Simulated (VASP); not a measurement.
## CdS: dielectric tensor with LDA

Crystal: CdS.

```
Cd S
1.0
     0.00000    2.91650    2.91650
     2.91650    0.00000    2.91650
     2.91650    2.91650    0.00000
Cd S
1 1
Direct
  0.00000 0.00000 0.00000
  0.75000 0.75000 0.75000
```

```json
{
  "Program": "VASP 6.6.1",
  "Task": "dielectric tensor",
  "Functional": "LDA",
  "Potentials or basis": "VASP PAW LDA potentials, release 64 (Cd, S)",
  "Cutoff": "520 eV",
  "k mesh": "8 × 8 × 8",
  "Occupations": "gaussian, width 0.01 eV",
  "Spin": "no spin polarisation",
  "Dipole correction": "no",
  "Further INCAR settings": "ALGO = Normal; EDIFF = 1e-08"
}
```

```
Band gap on the k mesh                  : 0.89 eV
Electronic dielectric tensor (diagonal) : 7.55
Born charges (mean of the diagonal)     : Cd +2.22; S -2.22 e
```

Levels at points of the mesh, in eV from the valence-band top:
```csv
k point,band 7,band 8,band 9,band 10,band 11,band 12
"(0.00, 0.00, 0.00)",0.00,0.00,0.00,0.89,6.36,6.36
"(0.50, 0.00, 0.00)",-4.52,-0.77,-0.77,2.78,6.84,6.84
"(0.50, 0.50, 0.00)",-4.06,-1.92,-1.92,3.31,4.17,8.96
```

Electronic dielectric tensor:
```
7.55 0.00 0.00
0.00 7.55 0.00
0.00 0.00 7.55
```

Born effective charge tensors (e):
atom 1, Cd
```
2.22 0.00 0.00
0.00 2.22 0.00
0.00 0.00 2.22
```
atom 2, S
```
-2.22  0.00  0.00
 0.00 -2.22  0.00
 0.00  0.00 -2.22
```

Run time: 4.1 min on 1 thread of Intel Xeon 8259CL, on a shared host, peak memory 0.3 GiB.

LDA gaps usually lie below the measured ones, often by a third to a half.
